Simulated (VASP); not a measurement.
# Ge (P6/mmm) in VASP: a series of runs, part 3 of 3

VASP 6.6.1. Earlier steps stand in the parts before.

## 4. Relaxation of cell and atoms, PBE

This run uses another cell than the first one, of 21.92 Å³/atom, 1.116 times its volume.

Input file INCAR:

```
ALGO     = Normal         # electronic algorithm
EDIFF    = 1E-7           # SCF threshold, eV
EDIFFG   = -0.04          # ionic threshold
ENCUT    = 600            # plane-wave cutoff, eV
GGA      = PE             # functional
IBRION   = 2              # ionic algorithm
ISIF     = 3              # what is computed and relaxed
ISMEAR   = 0              # smearing method
LASPH    = T              # aspherical terms in the spheres
LCHARG   = F              # write CHGCAR
LREAL    = F              # projectors in reciprocal space
LWAVE    = F              # write WAVECAR
NELM     = 60             # most SCF steps
NSW      = 90             # ionic steps
PREC     = Accurate       # precision mode
SIGMA    = 0.1            # smearing width, eV
```

Input file KPOINTS:

```
k-points
0
Gamma
  6 6 4
```

Input file POSCAR:

```
Ge
1.0
    3.1334424900      0.0000000000      0.0000000000
   -1.5667212500      2.7136408000      0.0000000000
    0.0000000000      0.0000000000      5.1564892400
Ge
2
Direct
    0.0000000000      0.0000000000      0.7349418300
    0.0000000000      0.0000000000      0.2650581700
```

Potentials or basis: VASP PAW PBE potentials, release 64 (Ge_d).

Command:

```bash
cat potpaw_PBE.64/Ge_d/POTCAR > POTCAR
mpirun -np 1 vasp_std > vasp.out
```

OUTCAR:

```text
EDIFF = 1E-7
   EDIFFG = -0.04
   ENCUT = 600
   GGA = PE
   IBRION = 2
   ISIF = 3
   ISMEAR = 0
   LASPH = T
   LREAL = F
   NELM = 60
   NSW = 90
   PREC = Accurate

 ion  position               nearest neighbor table
   1  0.000  0.000  0.735-   2 2.42   2 2.73
   2  0.000  0.000  0.265-   1 2.42   1 2.73

  LATTYP: Found a hexagonal cell.
 ALAT       =     3.1334424900
 C/A-ratio  =     1.6456307261

  Lattice vectors:

 A1 = (   3.1334424900,   0.0000000000,   0.0000000000)
 A2 = (  -1.5667212500,   2.7136408000,   0.0000000000)
 A3 = (   0.0000000000,   0.0000000000,   5.1564892400)

Analysis of symmetry for initial positions (statically):
=====================================================================
 Subroutine PRICEL returns:
 Original cell was already a primitive cell.

 Routine SETGRP: Setting up the symmetry group for a
 hexagonal supercell.

 Subroutine GETGRP returns: Found 24 space group operations
 (whereof 24 operations were pure point group operations)
 out of a pool of 24 trial point group operations.

The static configuration has the point symmetry D_6h.

[... 157 lines left out ...]

  energy without entropy =       -8.04368606  energy(sigma->0) =       -8.04960709

------------------------ aborting loop because EDIFF is reached ----------------------------------------

  FORCE on cell =-STRESS in cart. coord.  units (eV):
  Direction    XX          YY          ZZ          XY          YZ          ZX
  --------------------------------------------------------------------------------------
  -------------------------------------------------------------------------------------
  Total       -1.9542098     -1.9542098      0.5925523      0.0000000      0.0000000      0.0000000
  in kB      -71.4091007    -71.4091008     21.6525500      0.0000001      0.0000000      0.0000000
  external PRESSURE =     -40.3885505 kB  Pullay stress =       0.0000000 kB
[... 89 lines left out ...]
  FREE ENERGIE OF THE ION-ELECTRON SYSTEM (eV)
  ---------------------------------------------------
  free  energy   TOTEN  =        -8.3440533822 eV

  energy  without entropy=       -8.3265630951  energy(sigma->0) =       -8.33530824

[... ionic steps 4 to 11 ...]

--------------------------------------- Ionic step       12  -------------------------------------------

 number of electron      27.9999984 magnetization

------------------------ aborting loop because EDIFF is reached ----------------------------------------
[... 67 lines left out ...]
--------------------------------------- Ionic step       14  -------------------------------------------

 number of electron      27.9999977 magnetization

 Free energy of the ion-electron system (eV)
  ---------------------------------------------------
  ext. energy  EPLUGINS =         0.00000000
  ---------------------------------------------------
  free energy    TOTEN  =        -8.56779193 eV

  energy without entropy =       -8.55956498  energy(sigma->0) =       -8.56367846

 E-fermi :   6.2838     XC(G=0): -11.0164

 val. band max:        6.2386050597   @ k =   0.3333   0.1667   0.2500
 cond. band min:       6.4034697425   @ k =   0.5000   0.0000   0.2500
 fundamental gap:      0.1648646827
 Fermi energy:         6.2838080266

 k-point     1 :       0.0000    0.0000    0.0000
  band No.  band energies     occupation
      1     -18.5242      2.00000
      2     -18.4696      2.00000
      3     -18.4696      2.00000
      4     -18.4636      2.00000
      5     -18.4636      2.00000
      6     -18.3940      2.00000
[... 459 lines left out ...]
  FREE ENERGIE OF THE ION-ELECTRON SYSTEM (eV)
  ---------------------------------------------------
  free  energy   TOTEN  =        -8.5677919335 eV

  energy  without entropy=       -8.5595649836  energy(sigma->0) =       -8.56367846

 reached required accuracy - stopping structural energy minimisation
```

OSZICAR:

```text
N       E                     dE             d eps       ncg     rms          rms(c)
DAV:   1     0.162281964565E+03    0.16228E+03   -0.16458E+04   772   0.461E+03
DAV:   2     0.118029479218E+02   -0.15048E+03   -0.14791E+03   764   0.540E+02
DAV:   3    -0.747260714216E+01   -0.19276E+02   -0.19092E+02   846   0.147E+02
[... 131 lines left out ...]
DAV:   2    -0.856819894917E+01    0.78186E-03   -0.16250E-03   904   0.632E-01    0.117E-01
DAV:   3    -0.856778457283E+01    0.41438E-03   -0.90176E-04  1054   0.460E-01    0.117E-02
DAV:   4    -0.856779171587E+01   -0.71430E-05   -0.13479E-04   832   0.149E-01    0.793E-03
DAV:   5    -0.856779194549E+01   -0.22961E-06   -0.52509E-06   962   0.401E-02    0.244E-03
DAV:   6    -0.856779193350E+01    0.11983E-07   -0.27269E-07   608   0.987E-03
  14 F= -.85677919E+01 E0= -.85636785E+01  d E =-.208802E-02
```

It took 2 min on 1 thread of AMD EPYC 9R45 (Zen 5), shared host; peak memory 0.16 GiB.

What came out:

- Free energy: -8.5678 eV
- Relaxed volume: 19.67 Å³/atom
- Relaxed cell: a = 2.835 Å, b = 2.835 Å, c = 5.652 Å, α = 90.00°, β = 90.00°, γ = 120.00°
- Space group after relaxing (to 0.05 Å): P6/mmm (No. 191)
- Energy gained by relaxing: 256.1 meV/atom
- Ionic steps: 14
- Pressure after relaxing: 0.1 GPa
- Band gap on the k mesh: zero (band 14 reaches 11.20 eV, above the bottom of band 15 at 4.00 eV)

Forces in eV/Å, atoms in the order of the input:
```
Ge   0.000  0.000 -0.002
Ge   0.000  0.000  0.002
```

The path:
| step | energy change (eV) | largest force (eV/Å) | pressure (GPa) | volume (Å³) |
| --- | --- | --- | --- | --- |
| 1 | 0.0000 | 1.2304 | -4.04 | 43.85 |
| 2 | -0.2441 | 0.2894 | -0.42 | 40.38 |
| 3 | -0.2885 | 0.0475 | 1.65 | 39.17 |
| 4 | -0.3434 | 0.8303 | 6.16 | 36.78 |
| 5 | -0.4078 | 0.6896 | 6.68 | 36.37 |
| 6 | -0.4079 | 0.6955 | 6.66 | 36.38 |
| 7 | -0.4572 | 0.5610 | 4.01 | 37.47 |
| 8 | -0.5005 | 0.3332 | -0.42 | 39.71 |
| 9 | -0.5010 | 0.3030 | -0.82 | 39.97 |
| 10 | -0.5054 | 0.2393 | -0.64 | 39.83 |
| 11 | -0.5099 | 0.1137 | -0.12 | 39.53 |
| 12 | -0.5102 | 0.0795 | 0.03 | 39.45 |
| 13 | -0.5121 | 0.0252 | 0.09 | 39.37 |
| 14 | -0.5123 | 0.0021 | 0.08 | 39.34 |

Final structure:
```
CELL_PARAMETERS angstrom
2.83503 0.00000 0.00000
-1.41751 2.45521 0.00000
0.00000 0.00000 5.65197
ATOMIC_POSITIONS crystal
Ge 0.00000 0.00000 0.75004
Ge 0.00000 0.00000 0.24996
```

Caveat: the k points lie up to 0.43 Å⁻¹ apart in the final cell.

## 5. Single point, PBE

This run uses another cell than the first one: it holds 1 atom, not 2.

Input file INCAR:

```
PREC = Accurate
ENCUT = 520
EDIFF = 1E-6
ISMEAR = 0
SIGMA = 0.1
LREAL = False
LASPH = True
NELM = 60
ALGO = Normal
ISIF = 2
LWAVE = False
LCHARG = True
GGA = PE
LELF = True
LVHAR = True
NBANDS = 13
```

Input file KPOINTS:

```
Automatic mesh
0
Gamma
  24 24 20
```

Input file POSCAR:

```
Ge
1.0
    2.8788655789      0.0000000000      0.0000000000
   -1.4394327895      2.4931707254      0.0000000000
    0.0000000000      0.0000000000      2.6934348757
Ge
1
Direct
    0.0000000000      0.0000000000      0.5000000000
```

Command:

```bash
cat potpaw_PBE.64/Ge_d/POTCAR > POTCAR
mpirun -np 1 vasp_std > vasp.out
```

Run time: 60 s. Hardware: 1 thread of AMD EPYC 9R45 (Zen 5), shared host; peak memory 0.23 GiB.

The run converged. Its results:

```yaml
Free_energy: -4.2757 eV
Pressure: -0.2 GPa
Band_gap_on_the_k_mesh: zero (band 7 reaches 13.12 eV, above the bottom of band 8 at 3.02 eV)
```

Levels at points of the mesh, in eV from the Fermi level:
```
           k point  band 3  band 4  band 5  band 6  band 7  band 8  band 9  band 10  band 11  band 12
(0.00, 0.00, 0.00)  -24.67  -24.53  -24.53  -12.98    6.63    8.12    8.12    10.17    14.04    14.04
(0.50, 0.00, 0.00)  -24.58  -24.55  -24.54   -8.11   -5.45    4.07    8.06    10.36    16.35    16.35
(0.00, 0.00, 0.50)  -24.60  -24.60  -24.56   -9.19   -5.77   10.97   10.97    16.52    17.39    17.39
(0.50, 0.00, 0.50)  -24.62  -24.55  -24.46   -3.96   -2.37   -1.84    3.48     6.95    12.28    13.83
```

## 6. Relaxation of cell and atoms, PBE

This run uses another cell than the first one: it holds 1 atom, not 2.

Input file INCAR:

```
  PREC = Accurate
  ENCUT = 600
  EDIFF = 1E-6
  ISMEAR = 0
  SIGMA = 0.1
  LREAL = F
  LASPH = T
  NELM = 80
  ALGO = Normal
  ISIF = 3
  LWAVE = F
  LCHARG = F
  GGA = PE
  IBRION = 2
  NSW = 100
  EDIFFG = -0.01
```

KPOINTS is that of step 5.

Input file POSCAR:

```
Ge
1.0
    2.8349581988      0.0000000000      0.0000000000
   -1.4174790994      2.4551458188      0.0000000000
    0.0000000000      0.0000000000      2.8229636861
Ge
1
Direct
    0.0000000000      0.0000000000      0.5000000000
```

Potentials or basis: VASP PAW PBE potentials, release 64 (Ge_d).

Command:

```bash
cat potpaw_PBE.64/Ge_d/POTCAR > POTCAR
mpirun -np 1 vasp_std > vasp.out
```

It took 2.9 min on 1 thread of AMD EPYC 9R45 (Zen 5), shared host; peak memory 0.26 GiB.

The run converged. Its results:

```yaml
Free_energy: -4.2758 eV
Relaxed_volume: 19.34 Å³/atom
Relaxed_cell: a = 2.879 Å, b = 2.879 Å, c = 2.693 Å, α = 90.00°, β = 90.00°, γ = 120.00°
Space_group_after_relaxing_to_0.05_Å: P6/mmm (No. 191)
Energy_gained_by_relaxing: 29.2 meV/atom
Ionic_steps: 5
Pressure_after_relaxing: 0.0 GPa
Band_gap_on_the_k_mesh: zero (band 7 reaches 13.12 eV, above the bottom of band 8 at 3.02 eV)
```

The path:
```tsv
step	energy change (eV)	largest force (eV/Å)	pressure (GPa)	volume (Å³)
1	0.0000	0.0000	-0.36	19.65
2	-0.0290	0.0000	-0.35	19.50
3	-0.0290	0.0000	-0.54	19.50
4	-0.0292	0.0000	0.06	19.32
5	-0.0292	0.0000	0.02	19.34
```

Final structure:
```xyz
1
Lattice="2.8795 0.0000 0.0000 -1.4397 2.4937 0.0000 0.0000 0.0000 2.6934" Properties=species:S:1:pos:R:3 pbc="T T T"
Ge    0.0000    0.0000    1.3467
```

Levels at points of the mesh, in eV from the Fermi level:
```tsv
k point	band 3	band 4	band 5	band 6	band 7	band 8	band 9	band 10	band 11
(0.00, 0.00, 0.00)	-24.67	-24.53	-24.53	-12.97	6.63	8.11	8.11	10.17	14.03
(0.50, 0.00, 0.00)	-24.58	-24.55	-24.54	-8.11	-5.45	4.06	8.06	10.36	16.36
(0.00, 0.00, 0.50)	-24.60	-24.60	-24.56	-9.18	-5.77	10.96	10.96	16.51	17.39
(0.50, 0.00, 0.50)	-24.62	-24.55	-24.46	-3.96	-2.37	-1.84	3.48	6.95	12.28
```

## 7. The runs side by side

```csv
task,cell,k mesh,cutoff (eV),gap on the mesh (eV),pressure (GPa),relaxed volume (Å³/atom)
single point,"a = 2.835, b = 2.835, c = 5.646 Å, angles 90.0, 90.0, 120.0°, 2 atoms",6 × 6 × 4,520,none,0.2,-
single point,"a = 3.133, b = 3.133, c = 5.156 Å, angles 90.0, 90.0, 120.0°, 2 atoms",6 × 6 × 4,520,none,-4.2,-
relaxation of cell and atoms,"relaxed from a = 3.133, b = 3.133, c = 5.156 Å, angles 90.0, 90.0, 120.0°, 2 atoms",6 × 6 × 4,600,none,0.1,19.67
single point,"a = 2.879, b = 2.879, c = 2.693 Å, angles 90.0, 90.0, 120.0°, 1 atom",24 × 24 × 20,520,none,-0.2,-
relaxation of cell and atoms,"relaxed from a = 2.835, b = 2.835, c = 2.823 Å, angles 90.0, 90.0, 120.0°, 1 atom",24 × 24 × 20,600,none,0.0,19.34
```

Alike in all rows: level PBE; potentials or basis VASP PAW PBE potentials, release 64 (Ge_d); no spin polarisation; smearing gaussian 0.1 eV.

Caveats: some runs use coarse meshes; forces of over 1 eV/Å act on the atoms, so gaps and moduli don't describe the material at rest (some runs).

Absolute energies hang on the potentials; compare differences alone.
